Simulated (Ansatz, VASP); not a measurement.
# One calculation of Mo2W3, two programs

```
Mo W
1.0
     0.00000    2.23226   11.28878
     1.58305    0.00000   11.28878
     1.58305    2.23226    0.00000
Mo W
2 3
Direct
  0.20029 0.20029 0.79971
  0.79971 0.79971 0.20029
  0.39944 0.39944 0.60056
  0.00000 0.00000 0.00000
  0.60056 0.60056 0.39944
```

Alike in both runs: functional PBE; k mesh 6 × 6 × 6; occupations gaussian, width 0.1 eV; no spin polarisation.

Ansatz relaxed the structure, and its values are those at the end. VASP's run is a single point on that final structure, the one shown.

```csv
,VASP,Ansatz
version,VASP 6.6.1,Ansatz 0.2.0
potentials or method,"VASP PAW PBE potentials, release 64 (Mo_sv, W_sv), cutoff 520 eV","scalar-relativistic, plane waves, PAW"
valence electrons in the cell,70,70
```

|  | VASP | Ansatz | Ansatz less VASP |
| --- | --- | --- | --- |
| gap on the k mesh at the Fermi level (eV) | none | none | - |
| pressure (GPa) | 0.6 | 0.1 | -0.52 |
| rms of the force components (eV/Å) | 0.012 | 0.013 | +0.0006 |

A gap of «none» marks a metal or a gap that the smearing closes. With one functional, cell and mesh, what is left measures potentials, basis and numerics.

The k mesh is coarse, so the values compare programs but aren't converged. Neither program's run includes spin-orbit coupling.
